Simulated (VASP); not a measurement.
Set up this calculation in VASP 6.6.1, as the native input.

```yaml
Task: relaxation of cell and atoms
Functional: PBEsol
Potentials_or_basis: VASP PAW PBE potentials, release 64 (Cd, S)
Cutoff: 600 eV
k_mesh: 6 × 6 × 4
Occupations: gaussian, width 0.02 eV
Spin: no spin polarisation
Dipole_correction: no
Further_INCAR_settings: ALGO = Normal; EDIFF = 1e-06; IBRION = 2; EDIFFG = -0.005; NSW = 100; ISIF = 3
```

The structure of CdS lies in POSCAR:

```
CdS
1.0
    4.1500000000      0.0000000000      0.0000000000
   -2.0750000000      3.5940054257      0.0000000000
    0.0000000000      0.0000000000      6.7370000000
Cd S
2 2
Direct
    0.3333333333      0.6666666667      0.0000000000
    0.6666666667      0.3333333333      0.5000000000
    0.3333333333      0.6666666667      0.3750000000
    0.6666666667      0.3333333333      0.8750000000
```

These files were run (other wordings do the same):

INCAR

```
  ALGO = Normal
  EDIFF = 1E-6
  EDIFFG = -0.005
  ENCUT = 600
  GGA = PS
  IBRION = 2
  ISIF = 3
  ISMEAR = 0
  LASPH = T
  LCHARG = F
  LREAL = F
  LWAVE = F
  NELM = 60
  NSW = 100
  PREC = Accurate
  SIGMA = 0.02
```

KPOINTS

```
k-points
0
Gamma
  6 6 4
```

Potentials or basis: VASP PAW PBE potentials, release 64 (Cd, S).

The run is started by

```console
$ cat potpaw_PBE.64/Cd/POTCAR potpaw_PBE.64/S/POTCAR > POTCAR
$ mpirun -np 1 vasp_std > vasp.out
```

It gave:

```yaml
Relaxed_volume: 24.85 Å³/atom
Relaxed_cell: a = 4.132 Å, b = 4.132 Å, c = 6.721 Å, α = 90.00°, β = 90.00°, γ = 120.00°
Space_group_after_relaxing_to_0.05_Å: P6_3mc (No. 186)
Energy_gained_by_relaxing: 0.8 meV/atom
Ionic_steps: 13
Pressure_after_relaxing: 0.0 GPa
Band_gap_on_the_k_mesh: 1.08 eV, direct
```

Caveat: the PAW data sets were made with another functional, which shifts forces and pressure a little.

It took 9.8 min on 1 thread of AMD EPYC 7R13, with other jobs on the host, peak memory 0.25 GiB.
